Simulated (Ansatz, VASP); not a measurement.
# One calculation of SrO, two programs

```
Sr O
1.0
     3.57679    0.00000    0.00000
    -1.78840    3.09759    0.00000
     0.00000    0.00000    6.24297
Sr O
2 2
Direct
  0.33333 0.66667 0.25000
  0.66667 0.33333 0.75000
  0.00000 0.00000 0.00000
  0.00000 0.00000 0.50000
```

Alike in both runs: task relaxation of cell and atoms; functional PBE; dispersion D3(BJ); k mesh 9 × 9 × 4; occupations gaussian, width 0.02 eV; no spin polarisation.

|  | VASP | Ansatz |
| --- | --- | --- |
| version | VASP 6.6.1 | Ansatz 0.2.0 |
| potentials or method | VASP PAW PBE potentials, release 64 (Sr_sv, O), cutoff 600 eV | scalar-relativistic, plane waves, PAW |
| valence electrons in the cell | 32 | 32 |

Ansatz gave:

| Item | Value |
| --- | --- |
| gap on the k mesh at the Fermi level, each at its own relaxed structure (eV) | 3.13 |
| relaxed volume (Å³/atom) | 16.81 |
| relaxed length of the cell vector where the two differ most in proportion (Å) | 3.540 |

**Question.** What did VASP give for the same quantities?

**Answer.** gap on the k mesh at the Fermi level, each at its own relaxed structure (eV): 3.09; relaxed volume (Å³/atom): 16.91; relaxed length of the cell vector where the two differ most in proportion (Å): 3.548.
